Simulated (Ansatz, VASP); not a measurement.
Two plane-wave programs on Al

Contents of INCAR:

```
SYSTEM = Al
  PREC = Accurate
  ENCUT = 520
  EDIFF = 1E-7
  ISMEAR = 0
  SIGMA = 0.15
  LREAL = .FALSE.
  LASPH = .TRUE.
  NELM = 60
  ALGO = Fast
  ISIF = 2
  LWAVE = .FALSE.
  LCHARG = .FALSE.
  GGA = PE
  IVDW = 12
  NBANDS = 14
```

The input KPOINTS:

```
Automatic mesh
0
G
  18 18 4
  0 0 0
```

POSCAR

```
Al
1.0
    2.8144222650      0.0000000000      0.0000000000
   -1.4072111325      2.4373611785      0.0000000000
    0.0000000000      0.0000000000      9.2410470710
Al
4
Direct
    0.0000000000      0.0000000000      0.0000000000
    0.3620529177      0.7241058354      0.2500000000
    0.0000000000      0.0000000000      0.5000000000
    0.6666666667      0.3333333333      0.7500000000
```

Input for Ansatz:

```yaml
crystal:
  lattice:
    - [2.814422265, 0.0, 0.0]
    - [-1.4072111325, 2.4373611785, 0.0]
    - [0.0, 0.0, 9.241047071]
  atoms:
    - { symbol: Al, position: [0.0, 0.0, 0.0] }
    - { symbol: Al, position: [0.3620529177, 0.7241058354, 0.25] }
    - { symbol: Al, position: [0.0, 0.0, 0.5] }
    - { symbol: Al, position: [0.6666666667, 0.3333333333, 0.75] }
basis:
  ecutwfc: 420
kpoints:
  mp_grid: { grid: [18, 18, 4] }
hamiltonian:
  xc: pbe
  pseudopotentials: { kind: paw, azcp: { folder: soft_1 } }
  dispersion: d3bj
scf:
  occupations: { method: gaussian, width: 0.15 }
output:
  forces: true
  stress: true
  eigenvalues: true
```

Alike in both runs: task single point; functional PBE; dispersion D3(BJ); k mesh 18 × 18 × 4; occupations gaussian, width 0.15 eV; no spin polarisation.

|  | VASP | Ansatz |
| --- | --- | --- |
| version | VASP 6.6.1 | Ansatz 0.2.0 |
| potentials or method | VASP PAW PBE potentials, release 64 (Al), cutoff 520 eV | scalar-relativistic, plane waves, PAW |
| valence electrons in the cell | 12 | 12 |

```tsv
	VASP	Ansatz	Ansatz less VASP
gap on the k mesh at the Fermi level (eV)	none	none	-
pressure (GPa)	0.1	0.1	+0.01
traceless stress, the component that is largest in VASP (GPa)	0.38	0.37	-0.004
rms of the force components (eV/Å)	0.053	0.053	0.0000
```

Atom by atom the forces differ by 0.000 eV/Å (rms over components). A gap of «none» marks a metal or a gap that the smearing closes.
